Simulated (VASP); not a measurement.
Crystal: Al.

```
CELL_PARAMETERS angstrom
0.00000 2.05537 2.05537
2.05537 0.00000 2.05537
2.05537 2.05537 0.00000
ATOMIC_POSITIONS crystal
Al 0.00000 0.00000 0.00000
```

```yaml
Program: VASP 6.6.1
Task: relaxation of cell and atoms
Functional: PBE
Potentials_or_basis: VASP PAW PBE potentials, release 64 (Al)
Cutoff: 600 eV
k_mesh: 18 × 18 × 18
Occupations: gaussian, width 0.1 eV
Spin: no spin polarisation
```

At the start: pressure -3.6 GPa; volume 17.37 Å³/atom.

Question: Where does the relaxation end?

Answer: Over 3 steps the energy falls by 10.1 meV/atom and the volume is 16.49 Å³/atom (-5.0 %); space group Fm-3m (No. 225, to 0.05 Å).

Step by step:
```csv
step,energy change (eV),largest force (eV/Å),pressure (GPa),volume (Å³)
1,0.0000,0.0000,-3.56,17.37
2,-0.0100,0.0000,0.37,16.42
3,-0.0101,0.0000,0.00,16.49
```

Final structure:
```
Al
1.0
     0.00000    2.02031    2.02031
     2.02031    0.00000    2.02031
     2.02031    2.02031    0.00000
Al
1
Direct
  0.00000 0.00000 0.00000
```
